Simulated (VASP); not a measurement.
Write the native input for VASP 6.6.1 that does the following.

| Property | Result |
| --- | --- |
| Task | relaxation of shape and atoms at fixed volume |
| Functional | PBE |
| Potentials or basis | VASP PAW PBE potentials, release 64 (As) |
| Cutoff | 600 eV |
| k mesh | 16 × 16 × 9 |
| Occupations | fermi-dirac, width 0.1 eV |
| Spin | no spin polarisation |
| Dipole correction | no |
| Further INCAR settings | ALGO = Normal; EDIFF = 1e-06; IBRION = 2; EDIFFG = -0.005; NSW = 50; ISIF = 4 |

The structure of As lies in POSCAR:

```
As
1.0
    2.7231252112      0.0000000000      0.0000000000
   -1.3615626056      2.3582956106      0.0000000000
    0.0000000000      0.0000000000      4.7120106197
As
2
Direct
    0.3333333333      0.6666666667      0.2500000000
    0.6666666667      0.3333333333      0.7500000000
```

This isn't the form of As at room conditions, which is rhombohedral.

These files were run (other wordings do the same):

INCAR

```
SYSTEM = As
  ALGO = Normal
  EDIFF = 1E-6
  EDIFFG = -0.005
  ENCUT = 600
  GGA = PE
  IBRION = 2
  ISIF = 4
  ISMEAR = -1
  LASPH = .True.
  LCHARG = .False.
  LREAL = .False.
  LWAVE = .False.
  NELM = 100
  NSW = 50
  PREC = Accurate
  SIGMA = 0.1
```

KPOINTS

```
k-points
0
Gamma
  16 16 9
  0 0 0
```

Potentials or basis: VASP PAW PBE potentials, release 64 (As).

The run is started by

```bash
$ cat potpaw_PBE.64/As/POTCAR > POTCAR
$ mpirun -np 1 vasp_std > vasp.out
```

Results of the run:

```json
{
  "Energy gained by relaxing": "17.4 meV/atom",
  "Ionic steps": "6",
  "Pressure after relaxing": "32.9 GPa",
  "Band gap on the k mesh": "zero (bands 5 and 6 overlap by 10.03 eV)"
}
```

Run time: 110 s on 1 thread of Intel Xeon 8259CL, on a shared host, peak memory 0.19 GiB.
